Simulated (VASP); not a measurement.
# SiSn5 (P-62m) in VASP: notebook

The runs below take SiSn5 through single point, with PBE.

All numbers are computed with VASP 6.6.1; they aren't measurements. Logs are shortened: lines on timing, memory, paths and dates and some standing lists are left out, and cuts for length are marked.

## 1. The cell of the first run

The structure is hexagonal, space group P-62m (No. 189). The conventional cell has a = 5.805 Å, b = 5.805 Å, c = 5.330 Å, α = 90.00°, β = 90.00°, γ = 120.00°. Within 4.3 Å of Si (site symmetry -62m) lie 12 Sn at 3.29 to 3.35 Å. Within 4.3 Å of Sn (site symmetry m2m) lie 10 Sn at 3.29 to 3.35 Å and 2 Si at 3.29 Å. Within 4.3 Å of Sn (site symmetry -6) lie 9 Sn at 3.29 to 3.35 Å and 3 Si at 3.35 Å.

## 2. Single point, PBE

Contents of INCAR:

```
PREC = Accurate
ENCUT = 520
EDIFF = 1E-7
ISMEAR = 0
SIGMA = 0.1
LREAL = F
LASPH = T
NELM = 80
ALGO = Normal
ISIF = 2
LWAVE = F
LCHARG = T
GGA = PE
LELF = T
LVHAR = T
NBANDS = 46
```

Contents of KPOINTS:

```
Automatic mesh
0
Gamma
  3 3 4
```

Contents of POSCAR:

```
SiSn5
1.0
    5.8050205800      0.0000000000      0.0000000000
   -2.9025102900      5.0272952900      0.0000000000
    0.0000000000      0.0000000000      5.3301866400
Si Sn
1 5
Direct
    0.0000000000      0.0000000000      0.5000000000
    0.6666666700      0.0000000000      0.0000000000
    0.3333333300      0.3333333300      0.0000000000
    0.0000000000      0.6666666700      0.0000000000
    0.6666666700      0.3333333300      0.5000000000
    0.3333333300      0.6666666700      0.5000000000
```

Potentials or basis: VASP PAW PBE potentials, release 64 (Si, Sn_d).

On the command line:

```console
$ cat potpaw_PBE.64/Si/POTCAR potpaw_PBE.64/Sn_d/POTCAR > POTCAR
$ mpirun -np 1 vasp_std > vasp.out
```

OUTCAR:

```text
PREC = Accurate
   ENCUT = 520
   EDIFF = 1E-7
   ISMEAR = 0
   LREAL = F
   LASPH = T
   NELM = 80
   ISIF = 2
   GGA = PE

 ion  position               nearest neighbor table
   1  0.000  0.000  0.500-   3 3.29   4 3.29   3 3.29   4 3.29   2 3.29   2 3.29   6 3.35   5 3.35
                             6 3.35   5 3.35   5 3.35   6 3.35
   2  0.667  0.000  0.000-   5 3.29   5 3.29   1 3.29   1 3.29   6 3.29   6 3.29   4 3.35   3 3.35
                             4 3.35   3 3.35   3 3.35   4 3.35
   3  0.333  0.333  0.000-   1 3.29   1 3.29   6 3.29   6 3.29   5 3.29   5 3.29   4 3.35   2 3.35
                             2 3.35   2 3.35   4 3.35   4 3.35
   4  0.000  0.667  0.000-   1 3.29   1 3.29   6 3.29   6 3.29   5 3.29   5 3.29   3 3.35   2 3.35
                             2 3.35   3 3.35   3 3.35   2 3.35
   5  0.667  0.333  0.500-   2 3.29   2 3.29   4 3.29   4 3.29   3 3.29   3 3.29   6 3.35   1 3.35
                             6 3.35   1 3.35   1 3.35   6 3.35
   6  0.333  0.667  0.500-   4 3.29   4 3.29   2 3.29   2 3.29   3 3.29   3 3.29   5 3.35   1 3.35
                             5 3.35   1 3.35   1 3.35   5 3.35

  LATTYP: Found a hexagonal cell.
 ALAT       =     5.8050205800
 C/A-ratio  =     0.9182028843

  Lattice vectors:

 A1 = (   5.8050205800,   0.0000000000,   0.0000000000)
 A2 = (  -2.9025102900,   5.0272952900,   0.0000000000)
 A3 = (   0.0000000000,   0.0000000000,   5.3301866400)

Analysis of symmetry for initial positions (statically):
=====================================================================
 Subroutine PRICEL returns:
 Original cell was already a primitive cell.

 Routine SETGRP: Setting up the symmetry group for a
 hexagonal supercell.

 Subroutine GETGRP returns: Found 12 space group operations
 (whereof 12 operations were pure point group operations)
 out of a pool of 24 trial point group operations.

The static configuration has the point symmetry D_3h.

Analysis of symmetry for dynamics (positions and initial velocities):
=====================================================================
 Subroutine PRICEL returns:
 Original cell was already a primitive cell.

 Routine SETGRP: Setting up the symmetry group for a
 hexagonal supercell.

 Subroutine GETGRP returns: Found 12 space group operations
 (whereof 12 operations were pure point group operations)
 out of a pool of 24 trial point group operations.

The dynamic configuration has the point symmetry D_3h.

 Subroutine INISYM returns: Found 12 space group operations
 (whereof 12 operations are pure point group operations),
 and found     1 'primitive' translations
[... 91 lines left out ...]
   IBRION =     -1    ionic relax: 0-MD 1-quasi-New 2-CG
   NFREE  =      0    steps in history (QN), initial steepest desc. (CG)
   ISIF   =      2    stress and relaxation
   ISYM   =      2    0-nonsym 1-usesym 2-fastsym
   POTIM  = 0.5000    time-step for ionic-motion
   TEBEG  =    0.0;   TEEND  =   0.0 temperature during run
   PSTRESS=    0.0 pullay stress
   NELECT =      74.0000    total number of electrons
   NUPDOWN=      -1.0000    fix difference up-down
   EMIN   =  10.00;   EMAX   =-10.00  energy-range for DOS
   EFERMI =   0.00;   METHOD = LEGACY
   ISMEAR =     0;   SIGMA  =   0.10  broadening in eV -4-tet -1-fermi 0-gaus
   EFERMI_NEDOS =   21; number of points for ismear=-14 and -15
   IALGO  =     38    algorithm
   IMIX   =      4    mixing-type and parameters
     AMIX     =   0.40;   BMIX     =  1.00
     AMIX_MAG =   1.60;   BMIX_MAG =  1.00
  volume/ion in A,a.u.               =      25.93       174.95
  Fermi-wavevector in a.u.,A,eV,Ry     =   1.277983  2.415038 22.221601  1.633242
  Thomas-Fermi vector in A             =   2.410552
   LORBIT       =      0    0 simple, 1 ext, 2 COOP (PROOUT), +10 PAW based schemes
   GGA     = PE    functional components
   LHFCALC =     F    Hartree Fock is set to
   AEXX    =    0.0000 exact exchange contribution
   IVDW    =     0    specifies the selected vdW correction
   LEPSILON=     F    determine dielectric tensor
   LRPA    =     F    only Hartree local field effects (RPA)
 non-spin polarized calculation
 Gauss-broadening in eV      SIGMA  =   0.10
  energy-cutoff  :      520.00
  volume of cell :      155.55
 maximum number of plane-waves:      4232
 NGX is ok and might be reduce to    48
   NGX = 21   NGY = 21   NGZ = 19

 number of electron      74.0000000 magnetization

 Free energy of the ion-electron system (eV)
  ---------------------------------------------------
  ext. energy  EPLUGINS =         0.00000000
  ---------------------------------------------------
  free energy    TOTEN  =       -23.32154271 eV

  energy without entropy =      -23.29284442  energy(sigma->0) =      -23.30719357

 E-fermi :   8.1592     XC(G=0): -10.3217

 val. band max:        8.0560839758   @ k =   0.3333   0.3333   0.2500
 cond. band min:       8.1663954730   @ k =   0.3333   0.0000   0.5000
 fundamental gap:      0.1103114972
 Fermi energy:         8.1592056700

 k-point     1 :       0.0000    0.0000    0.0000
  band No.  band energies     occupation
      1     -13.7024      2.00000
      2     -13.7024      2.00000
      3     -13.6661      2.00000
      4     -13.6479      2.00000
      5     -13.6479      2.00000
      6     -13.6397      2.00000
[... 430 lines left out ...]
     45      11.5747      0.00000
     46      11.9153      0.00000

------------------------ aborting loop because EDIFF is reached ----------------------------------------

  FORCE on cell =-STRESS in cart. coord.  units (eV):
  Direction    XX          YY          ZZ          XY          YZ          ZX
  --------------------------------------------------------------------------------------
  -------------------------------------------------------------------------------------
  Total       -1.7888886     -1.7888886      2.9773883      0.0000000     -0.0000000      0.0000000
  in kB      -18.4252465    -18.4252465     30.6665901      0.0000000     -0.0000000      0.0000000
  external PRESSURE =      -2.0613010 kB  Pullay stress =       0.0000000 kB

 VOLUME and BASIS-vectors are now :
 -----------------------------------------------------------------------------
  energy-cutoff  :      520.00
  volume of cell :      155.55
      direct lattice vectors                 reciprocal lattice vectors
     5.805020580  0.000000000  0.000000000     0.172264678  0.099457058  0.000000000
    -2.902510290  5.027295290  0.000000000     0.000000000  0.198914116  0.000000000
     0.000000000  0.000000000  5.330186640     0.000000000  0.000000000  0.187610691

 POSITION                                       TOTAL-FORCE (eV/Angst)
 -----------------------------------------------------------------------------------
      0.00000      0.00000      2.66509        -0.000000     -0.000000     -0.000000
      3.87001      0.00000      0.00000         0.359551     -0.000000     -0.000000
      0.96750      1.67577      0.00000        -0.179775     -0.311380      0.000000
     -1.93501      3.35153      0.00000        -0.179775      0.311380      0.000000
      2.90251      1.67577      2.66509        -0.000000      0.000000     -0.000000
     -0.00000      3.35153      2.66509        -0.000000      0.000000     -0.000000
 -----------------------------------------------------------------------------------
    total drift:                               -0.000000     -0.000000      0.000000

  FREE ENERGIE OF THE ION-ELECTRON SYSTEM (eV)
  ---------------------------------------------------
  free  energy   TOTEN  =       -23.3215427068 eV

  energy  without entropy=      -23.2928444241  energy(sigma->0) =      -23.30719357
```

stdout:

```text
POSCAR found type information on POSCAR SiSn
 POSCAR found :  2 types and       6 ions
 scaLAPACK will be used
 LDA part: xc-table for (Slater+PW92), standard interpolation
 POSCAR, INCAR and KPOINTS ok, starting setup
 FFT: planning ... GRIDC
 FFT: planning ... GRID_SOFT
 FFT: planning ... GRID
 WAVECAR not read
 entering main loop
```

It took 2.3 min on 1 thread of Intel Xeon 8259CL, shared host; peak memory 0.31 GiB.

Results:

```
Free energy            : -23.3215 eV
Pressure               : -0.2 GPa
Largest force          : 0.360 eV/Å
Band gap on the k mesh : zero (bands 37 and 38 overlap by 2.31 eV)
```

Forces in eV/Å, atoms in the order of the input:
```
Si   0.000  0.000  0.000
Sn   0.360  0.000  0.000
Sn  -0.180 -0.311  0.000
Sn  -0.180  0.311  0.000
Sn   0.000  0.000  0.000
Sn   0.000  0.000  0.000
```

Stress tensor (GPa, compression positive):
```
-1.84  0.00  0.00
 0.00 -1.84  0.00
 0.00  0.00  3.07
```

Caveat: the k points lie up to 0.42 Å⁻¹ apart, too coarse for converged energies and pressures of a metal; spin-orbit coupling is left out, which moves the levels of the heavy elements.

## 3. Single point, PBE

This run uses another cell than the first one, of 25.84 Å³/atom.

Contents of INCAR:

```
PREC = Accurate
ENCUT = 520
EDIFF = 1E-6
ISMEAR = 0
SIGMA = 0.1
LREAL = F
LASPH = T
NELM = 80
ALGO = Fast
ISIF = 2
LWAVE = F
LCHARG = F
GGA = PE
NBANDS = 46
```

Contents of KPOINTS:

```
Automatic mesh
0
Gamma
  6 6 8
```

Contents of POSCAR:

```
SiSn5
1.0
    5.6433256817      0.0000000000      0.0000000000
   -2.8216628408      4.8872634022      0.0000000000
    0.0000000000      0.0000000000      5.6222487148
Si Sn
1 5
Direct
    0.0000000000      0.0000000000      0.5000000000
    0.6746637103      0.0000000000      0.0000000000
    0.3253362897      0.3253362897      0.0000000000
    0.0000000000      0.6746637103      0.0000000000
    0.6666666667      0.3333333333      0.5000000000
    0.3333333333      0.6666666667      0.5000000000
```

Potentials or basis: VASP PAW PBE potentials, release 64 (Si, Sn_d).

On the command line:

```console
$ cat potpaw_PBE.64/Si/POTCAR potpaw_PBE.64/Sn_d/POTCAR > POTCAR
$ mpirun -np 1 vasp_std > vasp.out
```

Run time: 6.2 min. Hardware: 1 thread of Intel Xeon 8259CL, shared host; peak memory 0.36 GiB.

Results (log left out):

```
Free energy            : -23.2471 eV
Pressure               : -0.1 GPa
Band gap on the k mesh : zero (bands 37 and 38 overlap by 2.89 eV)
```

Levels at points of the mesh, in eV from the Fermi level:
```tsv
k point	band 34	band 35	band 36	band 37	band 38	band 39	band 40	band 41
(0.00, 0.00, 0.00)	-3.24	-1.06	-0.68	-0.68	-0.41	0.05	0.05	0.48
(0.50, 0.00, 0.00)	-2.71	-1.95	-0.82	-0.07	-0.02	0.87	0.93	1.11
(0.00, 0.00, 0.50)	-2.86	-2.77	-2.09	-2.09	-2.05	-2.05	0.17	0.20
(0.50, 0.00, 0.50)	0.39	0.52	0.55	0.83	1.55	1.65	1.65	1.81
```

Caveat: spin-orbit coupling is left out, which moves the levels of the heavy elements.

## 4. Single point, PBE

This run uses another cell than the first one, of 25.85 Å³/atom.

Contents of INCAR:

```
SYSTEM = SiSn5
PREC = Accurate ; ENCUT = 520
EDIFF = 1E-6 ; ISMEAR = 0
SIGMA = 0.1 ; LREAL = .FALSE.
LASPH = .TRUE. ; NELM = 60
ALGO = Fast ; ISIF = 2
LWAVE = .FALSE. ; LCHARG = .FALSE.
GGA = PE ; NBANDS = 46
```

Contents of KPOINTS:

```
Automatic mesh
0
G
  12 12 8
  0 0 0
```

Contents of POSCAR:

```
SiSn5
1.0
    5.7018143825      0.0000000000      0.0000000000
   -2.8509071912      4.9379161029      0.0000000000
    0.0000000000      0.0000000000      5.5086181275
Si Sn
1 5
Direct
    0.0000000000      0.0000000000      0.5000000000
    0.6777059916      0.0000000000      0.0000000000
    0.3222940084      0.3222940084      0.0000000000
    0.0000000000      0.6777059916      0.0000000000
    0.6666666667      0.3333333333      0.5000000000
    0.3333333333      0.6666666667      0.5000000000
```

On the command line:

```console
$ cat potpaw_PBE.64/Si/POTCAR potpaw_PBE.64/Sn_d/POTCAR > POTCAR
$ mpirun -np 1 vasp_std > vasp.out
```

Wall time 20 min (1 thread of Intel Xeon 8259CL, shared host); peak memory 0.6 GiB.

It converged, with:

```yaml
Free_energy: -23.2515 eV
Pressure: -0.1 GPa
Largest_force: 0.003 eV/Å
Band_gap_on_the_k_mesh: zero (bands 37 and 38 overlap by 3.06 eV)
```

Forces on the atoms (eV/Å):
```
Si   0.000  0.000  0.000
Sn  -0.003  0.000  0.000
Sn   0.002  0.003  0.000
Sn   0.002 -0.003  0.000
Sn   0.000  0.000  0.000
Sn   0.000  0.000  0.000
```

Levels at points of the mesh, in eV from the Fermi level:
| k point | band 35 | band 36 | band 37 | band 38 | band 39 | band 40 |
| --- | --- | --- | --- | --- | --- | --- |
| (0.00, 0.00, 0.00) | -0.85 | -0.39 | -0.39 | -0.05 | 0.39 | 0.39 |
| (0.50, 0.00, 0.00) | -1.59 | -0.73 | -0.16 | -0.07 | 0.79 | 0.89 |
| (0.00, 0.00, 0.50) | -2.66 | -1.95 | -1.95 | -1.90 | -1.90 | 0.67 |
| (0.50, 0.00, 0.50) | 0.52 | 0.55 | 0.86 | 1.78 | 1.82 | 1.93 |

Caveat: spin-orbit coupling is left out, which moves the levels of the heavy elements.

## 5. Summary

```tsv
cell	k mesh	gap on the mesh (eV)	pressure (GPa)
a = 5.805, b = 5.805, c = 5.330 Å, angles 90.0, 90.0, 120.0°, 6 atoms, atomic positions A	3 × 3 × 4	none	-0.2
a = 5.643, b = 5.643, c = 5.622 Å, angles 90.0, 90.0, 120.0°, 6 atoms, atomic positions B	6 × 6 × 8	none	-0.1
a = 5.702, b = 5.702, c = 5.509 Å, angles 90.0, 90.0, 120.0°, 6 atoms, atomic positions C	12 × 12 × 8	none	-0.1
```

Alike in all rows: task single point; level PBE; potentials or basis VASP PAW PBE potentials, release 64 (Si, Sn_d); no spin polarisation; cutoff (eV) 520; smearing gaussian 0.1 eV.

Caveats: some runs use coarse meshes; spin-orbit coupling is left out, which moves the levels of the heavy elements.

Absolute energies hang on the potentials; compare differences alone.

The gap in the log of VASP goes by the Fermi energy; the results here count the filled bands.